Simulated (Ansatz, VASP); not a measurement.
Two plane-wave programs on W

File INCAR:

```
PREC = Accurate
ENCUT = 520
EDIFF = 1E-6
ISMEAR = 0
SIGMA = 0.15
LREAL = False
LASPH = True
NELM = 80
ALGO = Fast
ISIF = 2
LWAVE = False
LCHARG = True
GGA = CA
LELF = True
LVHAR = True
NBANDS = 13
```

The input KPOINTS:

```
Automatic mesh
0
Gamma
  22 22 22
```

POSCAR

```
W
1.0
    0.0000000000      2.0223695010      1.8245817638
    2.0223695010      0.0000000000      1.8245817638
    2.0223695010      2.0223695010      0.0000000000
W
1
Direct
    0.0000000000      0.0000000000      0.0000000000
```

Input for Ansatz:

```yaml
crystal:
  lattice:
    - [0.0, 2.022369501, 1.8245817638]
    - [2.022369501, 0.0, 1.8245817638]
    - [2.022369501, 2.022369501, 0.0]
  atoms:
    - { symbol: W, position: [0.0, 0.0, 0.0] }
basis:
  ecutwfc: 420
kpoints:
  mp_grid: { grid: [22, 22, 22] }
hamiltonian:
  xc: lda
  pseudopotentials: { kind: paw, azcp: { folder: soft_1 } }
scf:
  occupations: { method: gaussian, width: 0.15 }
output:
  forces: true
  stress: true
  eigenvalues: true
```

Alike in both runs: task single point; functional LDA; k mesh 22 × 22 × 22; occupations gaussian, width 0.15 eV; no spin polarisation.

|  | VASP | Ansatz |
| --- | --- | --- |
| version | VASP 6.6.1 | Ansatz 0.2.0 |
| potentials or method | VASP PAW LDA potentials, release 64 (W_sv), cutoff 520 eV | scalar-relativistic, plane waves, PAW |
| valence electrons in the cell | 14 | 14 |

|  | VASP | Ansatz | Ansatz less VASP |
| --- | --- | --- | --- |
| gap on the k mesh at the Fermi level (eV) | none | none | - |
| pressure (GPa) | 19.0 | 16.8 | -2.14 |
| traceless stress, the component that is largest in VASP (GPa) | -19.06 | -19.03 | +0.029 |

Ansatz warns that its potentials were made for another functional, while VASP's fit it. LDA's correlation is that of Perdew and Zunger in VASP and of Perdew and Wang (1992) in Ansatz. A gap of «none» marks a metal or a gap that the smearing closes.

Neither program's run includes spin-orbit coupling.
